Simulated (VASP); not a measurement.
Crystal: Mg2H2O3.

```
CELL_PARAMETERS angstrom
3.08500 0.00000 0.00000
-1.54250 2.67169 0.00000
0.00000 0.00000 7.71000
ATOMIC_POSITIONS crystal
Mg 0.66667 0.33333 0.83990
Mg 0.33333 0.66667 0.16010
H 0.33333 0.66667 0.56660
H 0.66667 0.33333 0.43340
O 0.33333 0.66667 0.69490
O 0.66667 0.33333 0.30510
O 0.00000 0.00000 0.00000
```

| Property | Result |
| --- | --- |
| Program | VASP 6.6.1 |
| Task | relaxation of cell and atoms |
| Functional | PBEsol |
| Potentials or basis | VASP PAW PBE potentials, release 64 (Mg, H, O) |
| Cutoff | 600 eV |
| k mesh | 6 × 6 × 4 |
| Occupations | gaussian, width 0.1 eV |
| Spin | no spin polarisation |

At the start: pressure -6.7 GPa; volume 9.08 Å³/atom.

**Question.** Where does the relaxation end?

**Answer.** Over 29 steps the energy falls by 17.9 meV/atom and the volume is 8.36 Å³/atom (-7.9 %); space group P-3m1 (No. 164, to 0.1 Å) before and after.

The path:
```csv
step,energy change (eV),largest force (eV/Å),pressure (GPa),volume (Å³)
1,0.0000,0.8243,-6.75,63.55
2,0.0779,3.5397,5.29,60.08
3,-0.0653,1.1454,-2.33,62.08
4,-0.0688,1.1540,1.90,59.42
5,-0.1066,0.1518,-0.39,60.71
6,-0.1066,0.1606,-0.34,60.68
7,-0.1094,0.1370,0.21,60.43
8,-0.1099,0.1834,0.48,60.30
9,-0.1096,0.3268,-0.12,60.29
10,-0.1106,0.1245,0.18,60.29
11,-0.1116,0.0771,-0.02,60.35
12,-0.1120,0.1423,-0.26,60.41
13,-0.1128,0.1253,-0.39,60.40
14,-0.1146,0.1364,-0.78,60.38
15,-0.1147,0.3380,-1.54,60.34
16,-0.1152,0.2422,-1.18,60.36
17,-0.1156,0.2193,-1.16,60.34
18,-0.1166,0.1526,-1.08,60.28
19,-0.1177,0.0715,-0.94,60.14
20,-0.1178,0.1232,-0.90,60.09
21,-0.1185,0.1139,-0.87,60.01
22,-0.1203,0.0854,-0.69,59.77
23,-0.1228,0.1167,-0.35,59.28
24,-0.1227,0.2045,0.37,58.30
25,-0.1236,0.1531,-0.09,58.84
26,-0.1248,0.0919,0.19,58.66
27,-0.1249,0.1248,0.24,58.61
28,-0.1254,0.0644,-0.02,58.51
29,-0.1255,0.0095,0.05,58.54
```

Final structure:
```xyz
7
Lattice="3.0580 0.0000 0.0000 -1.5290 2.6483 0.0000 0.0000 0.0000 7.2287" Properties=species:S:1:pos:R:3 pbc="T T T"
Mg    1.5290    0.8828    6.0173
Mg    0.0000    1.7655    1.2114
H     0.0000    1.7655    3.9926
H     1.5290    0.8828    3.2361
O     0.0000    1.7655    4.9661
O     1.5290    0.8828    2.2626
O     0.0000    0.0000    0.0000
```

Caveat: the PAW data sets were made with another functional, which shifts forces and pressure a little.
